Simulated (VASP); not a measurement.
A run of VASP 6.6.1 is set up as follows.

The input INCAR:

```
SYSTEM = PbO2
ALGO = Normal
EDIFF = 1E-7
ENCUT = 520
GGA = PE
ISIF = 2
ISMEAR = -1
LASPH = .True.
LCHARG = .True.
LELF = .True.
LREAL = .False.
LVHAR = .True.
LWAVE = .False.
NBANDS = 20
NELM = 80
PREC = Accurate
SIGMA = 0.04
```

Contents of KPOINTS:

```
k-points
0
Gamma
  4 4 4
  0 0 0
```

Contents of POSCAR:

```
PbO2
1.0
    0.0000000000      2.7019920000      2.7019920000
    2.7019920000      0.0000000000      2.7019920000
    2.7019920000      2.7019920000      0.0000000000
Pb O
1 2
Direct
    0.0000000000      0.0000000000      0.0000000000
    0.7500000000      0.7500000000      0.7500000000
    0.2500000000      0.2500000000      0.2500000000
```

Potentials or basis: VASP PAW PBE potentials, release 64 (Pb_d, O).

The run is started by

```console
$ cat potpaw_PBE.64/Pb_d/POTCAR potpaw_PBE.64/O/POTCAR > POTCAR
$ mpirun -np 1 vasp_std > vasp.out
```

What does it give for the band gap on the k mesh?

Zero (band 13 reaches 5.65 eV, above the bottom of band 14 at 4.44 eV).

Predict the pressure.

0.2 GPa.

Caveat: the k points lie up to 0.50 Å⁻¹ apart; spin-orbit coupling is left out, which moves the levels of the heavy elements.
